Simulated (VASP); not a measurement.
Here is a VASP 6.6.1 calculation.

Contents of INCAR:

```
ALGO = Normal ; EDIFF = 1E-6
ENCUT = 520 ; GGA = PS
ISIF = 2 ; ISMEAR = -1
LASPH = T ; LCHARG = F
LREAL = F ; LWAVE = F
NBANDS = 16 ; NELM = 60
PREC = Accurate ; SIGMA = 0.1
```

File KPOINTS:

```
k-points
0
Gamma
  7 7 7
```

Contents of POSCAR:

```
K
1.0
    0.0000000000      4.6500244545      4.6500244545
    4.6500244545      0.0000000000      4.6500244545
    4.6500244545      4.6500244545      0.0000000000
K
2
Direct
    0.1250000000      0.1250000000      0.1250000000
    0.8750000000      0.8750000000      0.8750000000
```

Potentials or basis: VASP PAW PBE potentials, release 64 (K_sv).

Run with:

```console
$ cat potpaw_PBE.64/K_sv/POTCAR > POTCAR
$ mpirun -np 1 vasp_std > vasp.out
```

Q: Estimate the band gap on the k mesh.

A: Zero (bands 9 and 10 overlap by 0.12 eV).

Q: Predict the pressure.

A: 0.1 GPa.

Caveat: the PAW data sets were made with another functional, which shifts forces and pressure a little.
